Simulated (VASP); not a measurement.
A run of VASP 6.6.1:

File INCAR:

```
SYSTEM = In
ALGO = Normal
EDIFF = 1E-6
ENCUT = 520
GGA = PS
ISIF = 2
ISMEAR = 0
LASPH = .True.
LCHARG = .False.
LREAL = .False.
LWAVE = .False.
NBANDS = 20
NELM = 100
PREC = Accurate
SIGMA = 0.1
```

File KPOINTS:

```
k-points
0
Gamma
  6 6 6
  0 0 0
```

POSCAR

```
In
1.0
    1.9229723984      1.1102286319      4.1550403976
   -1.9229723984      1.1102286319      4.1550403976
    0.0000000000     -2.2204572637      4.1550403976
In
2
Direct
    0.2499658278      0.2499658278      0.2499658278
    0.7500341722      0.7500341722      0.7500341722
```

Potentials or basis: VASP PAW PBE potentials, release 64 (In_d).

Launch:

```sh
$ cat potpaw_PBE.64/In_d/POTCAR > POTCAR
$ mpirun -np 1 vasp_std > vasp.out
```

Hardware: 1 thread of AMD EPYC 9R45 (Zen 5), on a shared host.

Q: How long does it take, and how much memory?

A: It took 16 s on 1 thread of AMD EPYC 9R45 (Zen 5), on a shared host, peak memory 0.17 GiB. Counts: scf iterations 11, k points 32.
